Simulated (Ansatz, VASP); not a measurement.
**P in VASP and in Ansatz**

```
CELL_PARAMETERS angstrom
0.00000 2.01894 2.01894
2.01894 0.00000 2.01894
2.01894 2.01894 0.00000
ATOMIC_POSITIONS crystal
P 0.00000 0.00000 0.00000
```

Alike in both runs: task single point; functional PBE; k mesh 18 × 18 × 18; occupations gaussian, width 0.1 eV; no spin polarisation.

|  | VASP | Ansatz |
| --- | --- | --- |
| version | VASP 6.6.1 | Ansatz 0.2.0 |
| potentials or method | VASP PAW PBE potentials, release 64 (P), cutoff 500 eV | scalar-relativistic, plane waves, PAW |
| valence electrons in the cell | 5 | 5 |

```tsv
	VASP	Ansatz	Ansatz less VASP
gap on the k mesh at the Fermi level (eV)	none	none	-
pressure (GPa)	-9.2	-9.1	+0.12
```

A gap of «none» marks a metal or a gap that the smearing closes.
